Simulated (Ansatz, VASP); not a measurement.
Given: the input of a run of Ansatz 0.2.0 on ZnS.

Contents of input.yaml:

```yaml
crystal:
  lattice:
    - [1.9030712007, 1.09873867, 9.3519478348]
    - [-1.9030712007, 1.09873867, 9.3519478348]
    - [0.0, -2.19747734, 9.3519478348]
  atoms:
    - { symbol: Zn, position: [0.44461344, 0.44461344, 0.44461344] }
    - { symbol: Zn, position: [0.22226941, 0.22226941, 0.22226941] }
    - { symbol: Zn, position: [0.99997114, 0.99997114, 0.99997114] }
    - { symbol: S, position: [0.30536254, 0.30536254, 0.30536254] }
    - { symbol: S, position: [0.5278423, 0.5278423, 0.5278423] }
    - { symbol: S, position: [0.08326717, 0.08326717, 0.08326717] }
hamiltonian:
  xc: pbe
  pseudopotentials: { kind: paw }
kpoints:
  mp_grid: { grid: [8, 8, 8] }
scf:
  occupations: { method: fermi_dirac, width: 0.05 }
output:
  forces: true
  stress: true
  eigenvalues: true
```

Potentials or basis: Ansatz PAW.

Run with:

```sh
$ ansatz run input.yaml --threads 2 --pin off --max-ram 5120MiB --backend cpu --events-out ev --progress --plain --runs-dir out
```

Task: Set up the same calculation for VASP 6.6.1. Potentials there: VASP PAW PBE potentials, release 64 (Zn, S).

Result: As run (the cutoff follows the program's own potentials):

The input INCAR:

```
SYSTEM = ZnS
PREC     = Accurate       ! precision mode
ENCUT    = 520            ! plane-wave cutoff, eV
EDIFF    = 1E-6           ! SCF threshold, eV
ISMEAR   = -1             ! smearing method
SIGMA    = 0.05           ! smearing width, eV
LREAL    = .FALSE.        ! projectors in reciprocal space
LASPH    = .TRUE.         ! aspherical terms in the spheres
NELM     = 60             ! most SCF steps
ALGO     = Normal         ! electronic algorithm
ISIF     = 2              ! what is computed and relaxed
LWAVE    = .FALSE.        ! write WAVECAR
LCHARG   = .FALSE.        ! write CHGCAR
GGA      = PE             ! functional
NBANDS   = 36             ! bands
```

File KPOINTS:

```
Automatic mesh
0
G
  8 8 8
  0 0 0
```

POSCAR

```
ZnS
1.0
    1.9030712007      1.0987386700      9.3519478348
   -1.9030712007      1.0987386700      9.3519478348
    0.0000000000     -2.1974773400      9.3519478348
Zn S
3 3
Direct
    0.4446134400      0.4446134400      0.4446134400
    0.2222694100      0.2222694100      0.2222694100
    0.9999711400      0.9999711400      0.9999711400
    0.3053625400      0.3053625400      0.3053625400
    0.5278423000      0.5278423000      0.5278423000
    0.0832671700      0.0832671700      0.0832671700
```

Potentials or basis: VASP PAW PBE potentials, release 64 (Zn, S).

Launch:

```sh
$ cat potpaw_PBE.64/Zn/POTCAR potpaw_PBE.64/S/POTCAR > POTCAR
$ mpirun -np 1 vasp_std > vasp.out
```

Both were run:

|  | VASP | Ansatz | Ansatz less VASP |
| --- | --- | --- | --- |
| gap on the k mesh at the Fermi level (eV) | 2.20 | 2.19 | -0.005 |
| least direct gap on the mesh (eV) | 2.20 | 2.19 | -0.005 |
| pressure (GPa) | 2.5 | 2.3 | -0.17 |
